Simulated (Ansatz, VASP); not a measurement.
# Two plane-wave programs on Ru

```
Ru
1.0
     2.70580    0.00000    0.00000
    -1.35290    2.34329    0.00000
     0.00000    0.00000    4.32472
Ru
2
Direct
  0.33333 0.66667 0.25000
  0.66667 0.33333 0.75000
```

Change from the starting cell: z stretched by +1 %, ions relaxed.

Alike in both runs: functional PBE; k mesh 20 × 20 × 11; occupations fermi-dirac, width 0.05 eV; no spin polarisation.

Ansatz relaxed the structure, and its values are those at the end. VASP's run is a single point on that final structure, the one shown.

|  | VASP | Ansatz |
| --- | --- | --- |
| version | VASP 6.6.1 | Ansatz 0.2.0 |
| potentials or method | VASP PAW PBE potentials, release 64 (Ru_pv) | plane-wave PAW, scalar-relativistic |
| plane-wave cutoff (eV) | 520 | 420 |
| valence electrons in the cell | 28 | 32 |

VASP gave:

| Property | Result |
| --- | --- |
| pressure (GPa) | 1.1 |

Q: Estimate Ansatz's values.

A: Pressure (GPa): 1.2.

VASP's potentials hold 28 valence electrons a cell and Ansatz's 32, so a difference there can come from the potentials and not from the codes. Ansatz's warnings: stress scf threshold loose.
